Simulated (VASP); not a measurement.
# InSb (F-43m) in VASP: further runs, part 2 of 2

VASP 6.6.1. The steps go on from the part before.

### 4 Relaxation of cell and atoms, PBEsol

This run uses another cell than the first one, of 33.98 Å³/atom.

File INCAR:

```
SYSTEM = InSb
  PREC = Accurate
  ENCUT = 600
  EDIFF = 1E-7
  ISMEAR = -1
  SIGMA = 0.1
  LREAL = .FALSE.
  LASPH = .TRUE.
  NELM = 60
  ALGO = Normal
  ISIF = 3
  LWAVE = .FALSE.
  LCHARG = .FALSE.
  GGA = PS
  IBRION = 2
  NSW = 100
  EDIFFG = -0.002
```

File KPOINTS:

```
regular mesh
0
G
  8 8 8
  0 0 0
```

File POSCAR:

```
InSb
1.0
    0.0000000000      3.2391000000      3.2391000000
    3.2391000000      0.0000000000      3.2391000000
    3.2391000000      3.2391000000      0.0000000000
In Sb
1 1
Direct
    0.0000000000      0.0000000000      0.0000000000
    0.7500000000      0.7500000000      0.7500000000
```

Potentials or basis: VASP PAW PBE potentials, release 64 (In_d, Sb).

Launch:

```bash
cat potpaw_PBE.64/In_d/POTCAR potpaw_PBE.64/Sb/POTCAR > POTCAR
mpirun -np 1 vasp_std > vasp.out
```

OUTCAR:

```text
SYSTEM = InSb
   PREC = Accurate
   ENCUT = 600
   EDIFF = 1E-7
   ISMEAR = -1
   LREAL = .FALSE.
   LASPH = .TRUE.
   NELM = 60
   ISIF = 3
   GGA = PS
   IBRION = 2
   NSW = 100
   EDIFFG = -0.002

 ion  position               nearest neighbor table
   1  0.000  0.000  0.000-   2 2.81   2 2.81   2 2.81   2 2.81
   2  0.750  0.750  0.750-   1 2.81   1 2.81   1 2.81   1 2.81

  LATTYP: Found a face centered cubic cell.
 ALAT       =     6.4782000000

  Lattice vectors:

 A1 = (   0.0000000000,   3.2391000000,   3.2391000000)
 A2 = (   3.2391000000,   0.0000000000,   3.2391000000)
 A3 = (   3.2391000000,   3.2391000000,   0.0000000000)

Analysis of symmetry for initial positions (statically):
=====================================================================
 Subroutine PRICEL returns:
 Original cell was already a primitive cell.

 Routine SETGRP: Setting up the symmetry group for a
 face centered cubic supercell.

 Subroutine GETGRP returns: Found 24 space group operations
 (whereof 24 operations were pure point group operations)
 out of a pool of 48 trial point group operations.

The static configuration has the point symmetry T_d .

Analysis of symmetry for dynamics (positions and initial velocities):
=====================================================================
 Subroutine PRICEL returns:
 Original cell was already a primitive cell.

 Routine SETGRP: Setting up the symmetry group for a
 face centered cubic supercell.

 Subroutine GETGRP returns: Found 24 space group operations
[... 186 lines left out ...]
--------------------------------------- Ionic step        2  -------------------------------------------

 number of electron      17.9999998 magnetization

 E-fermi :   4.8177     XC(G=0):  -8.7526

 val. band max:        4.6798105473   @ k =   0.0000   0.0000   0.0000
 cond. band min:       5.1045542419   @ k =   0.5000   0.0000   0.0000
 fundamental gap:      0.4247436946
 Fermi energy:         4.8176809737

 k-point     1 :       0.0000    0.0000    0.0000
  band No.  band energies     occupation
      1      -9.8049      2.00000
      2      -9.8049      2.00000
      3      -9.8049      2.00000
      4      -9.7259      2.00000
      5      -9.7259      2.00000
      6      -5.8989      2.00000
      7       4.2647      1.99210
      8       4.6798      1.59757
      9       4.6798      1.59757
     10       4.6798      1.59757
     11       7.6133      0.00000
     12       7.6133      0.00000
     13       7.6133      0.00000
[... 403 lines left out ...]
--------------------------------------- Ionic step        3  -------------------------------------------

 number of electron      17.9999999 magnetization

 Free energy of the ion-electron system (eV)
  ---------------------------------------------------
  ext. energy  EPLUGINS =         0.00000000
  ---------------------------------------------------
  free energy    TOTEN  =        -7.69712062 eV

  energy without entropy =       -7.69439931  energy(sigma->0) =       -7.69575997

 E-fermi :   4.8977     XC(G=0):  -8.7848

 val. band max:        4.7581119420   @ k =   0.0000   0.0000   0.0000
 cond. band min:       5.1954760181   @ k =   0.5000   0.0000   0.0000
 fundamental gap:      0.4373640761
 Fermi energy:         4.8977182931

 k-point     1 :       0.0000    0.0000    0.0000
  band No.  band energies     occupation
      1      -9.7422      2.00000
      2      -9.7422      2.00000
      3      -9.7422      2.00000
      4      -9.6611      2.00000
      5      -9.6611      2.00000
      6      -5.8675      2.00000
      7       4.3856      1.98813
      8       4.7581      1.60312
      9       4.7581      1.60312
     10       4.7581      1.60312
     11       7.6907      0.00000
     12       7.6907      0.00000
     13       7.6907      0.00000
[... 397 lines left out ...]
  FREE ENERGIE OF THE ION-ELECTRON SYSTEM (eV)
  ---------------------------------------------------
  free  energy   TOTEN  =        -7.6971206213 eV

  energy  without entropy=       -7.6943993140  energy(sigma->0) =       -7.69575997

 reached required accuracy - stopping structural energy minimisation
```

CONTCAR:

```text
InSb
   1.00000000000000
    -0.0000000000000000    3.2607794460524451    3.2607794460524451
     3.2607794460524451   -0.0000000000000000    3.2607794460524451
     3.2607794460524451    3.2607794460524451   -0.0000000000000000
  In              Sb
     1     1
Direct
     0.0000000000000000    0.0000000000000000    0.0000000000000000
     0.7500000000000000    0.7500000000000000    0.7500000000000000

  0.00000000E+00  0.00000000E+00  0.00000000E+00
  0.00000000E+00  0.00000000E+00  0.00000000E+00
```

It took 3.1 min on 1 thread of AMD EPYC 7R13, shared host; peak memory 0.23 GiB.

What came out:

```yaml
Free_energy: -7.6971 eV
Relaxed_volume: 34.67 Å³/atom
Relaxed_cell: a = 4.611 Å, b = 4.611 Å, c = 4.611 Å, α = 60.00°, β = 60.00°, γ = 60.00°
Space_group_after_relaxing_to_0.1_Å: F-43m (No. 216)
Energy_gained_by_relaxing: 1.9 meV/atom
Ionic_steps: 3
Pressure_after_relaxing: 0.0 GPa
Band_gap_on_the_k_mesh: zero (filled and empty bands touch)
```

Step by step:
```csv
step,energy change (eV),largest force (eV/Å),pressure (GPa),volume (Å³)
1,0.0000,0.0000,0.90,67.97
2,-0.0033,0.0000,-0.32,69.87
3,-0.0038,0.0000,0.00,69.34
```

Final structure:
```
CELL_PARAMETERS angstrom
0.00000 3.26078 3.26078
3.26078 0.00000 3.26078
3.26078 3.26078 0.00000
ATOMIC_POSITIONS crystal
In 0.00000 0.00000 0.00000
Sb 0.75000 0.75000 0.75000
```

Levels at points of the mesh, in eV from the Fermi level:
| k point | band 6 | band 7 | band 8 | band 9 | band 10 | band 11 | band 12 | band 13 |
| --- | --- | --- | --- | --- | --- | --- | --- | --- |
| (0.00, 0.00, 0.00) | -10.77 | -0.51 | -0.14 | -0.14 | -0.14 | 2.79 | 2.79 | 2.79 |
| (0.50, 0.00, 0.00) | -9.44 | -5.71 | -1.12 | -1.12 | 0.30 | 3.63 | 3.63 | 5.83 |
| (0.50, 0.50, 0.00) | -8.85 | -6.01 | -2.35 | -2.35 | 1.14 | 1.15 | 7.87 | 7.87 |

Caveat: semilocal functionals underestimate gaps, so a narrow gap can read as zero; the PAW data sets were made with another functional, which shifts forces and pressure a little; spin-orbit coupling is left out, which moves the levels of the heavy elements.

### 5 Against experiment

Step 3. Measured gap of InSb: 0.24 eV (quoted in “Electronic Structure and Epitaxy of CdTe Shells on InSb Nanowires”, 2021, arxiv:2111.05126). This calculation gives 0.00 eV (-0.24 eV). Spin-orbit coupling on In, Sb is left out. The value is that of PBEsol on a finite k mesh, which can miss the band edges, without temperature or zero-point motion. Semilocal functionals fall short of measured gaps as a rule.
